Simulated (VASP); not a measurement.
BN: single point with LDA

Crystal: BN.

```
CELL_PARAMETERS angstrom
2.46768 0.00000 0.00000
-1.23384 2.13708 0.00000
0.00000 0.00000 6.28790
ATOMIC_POSITIONS crystal
B 0.33333 0.66667 0.25000
B 0.66667 0.33333 0.75000
N 0.33333 0.66667 0.75000
N 0.66667 0.33333 0.25000
```

This cell differs from its parent crystal: volume 8.290 Å^3 an atom, c/a of the conventional cell 2.5481.

```yaml
Program: VASP 6.6.1
Task: single point
Functional: LDA
Potentials_or_basis: VASP PAW LDA potentials, release 64 (B, N)
Cutoff: 520 eV
k_mesh: 12 × 12 × 4
Occupations: gaussian, width 0.05 eV
Spin: no spin polarisation
Dipole_correction: no
Further_INCAR_settings: ALGO = Normal; EDIFF = 1e-07; NBANDS = 16
```

```
Pressure               : 7.9 GPa
Band gap on the k mesh : 4.02 eV, indirect (least direct gap 4.41 eV)
```

Stress tensor (GPa, compression positive):
```
11.36  0.00  0.00
 0.00 11.36  0.00
 0.00  0.00  1.01
```

Levels at points of the mesh, in eV from the valence-band top:
```
           k point  band 6  band 7  band 8  band 9  band 10  band 11
(0.00, 0.00, 0.00)   -1.34   -1.28   -1.28    5.30    10.84    11.72
(0.50, 0.00, 0.00)   -4.18   -1.76   -0.40    4.02     5.84     9.89
(0.00, 0.00, 0.50)   -1.31   -1.31   -1.31    8.09     8.09    11.81
(0.50, 0.00, 0.50)   -4.23   -1.03   -1.03    4.58     4.58    10.36
```

It took 15 s on 1 thread of AMD EPYC 9R45 96-Core Processor (Zen 5), with other jobs on the host, peak memory 0.11 GiB.

 A k mesh can miss the band edges.
